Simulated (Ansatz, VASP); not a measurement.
Two plane-wave programs on B3Pt

```
B Pt
1.0
     2.92758    0.00000    0.00000
    -1.46379    2.53536    0.00000
     0.00000    0.00000    4.66771
B Pt
3 1
Direct
  0.66667 0.33333 0.63866
  0.33333 0.66667 0.36134
  0.00000 0.00000 0.50000
  0.00000 0.00000 0.00000
```

Alike in both runs: functional PBE; k mesh 6 × 6 × 4; occupations gaussian, width 0.1 eV; no spin polarisation.

Ansatz relaxed the structure, and its values are those at the end. VASP's run is a single point on that final structure, the one shown.

|  | VASP | Ansatz |
| --- | --- | --- |
| version | VASP 6.6.1 | Ansatz 0.2.0 |
| potentials or method | VASP PAW PBE potentials, release 64 (B, Pt), cutoff 520 eV | scalar-relativistic, plane waves, PAW |
| valence electrons in the cell | 19 | 27 |

|  | VASP | Ansatz | Ansatz less VASP |
| --- | --- | --- | --- |
| gap on the k mesh at the Fermi level (eV) | none | none | - |
| pressure (GPa) | -0.4 | -0.2 | +0.12 |
| rms of the force components (eV/Å) | 0.009 | 0.011 | +0.0025 |

A gap of «none» marks a metal or a gap that the smearing closes. The functional is the same, so the differences come from potentials, cutoffs and numerics. VASP's potentials hold 19 valence electrons a cell and Ansatz's 27, so a difference there can come from the potentials and not from the codes.

The k mesh is coarse, so the values compare programs but aren't converged. Spin-orbit coupling is off throughout.
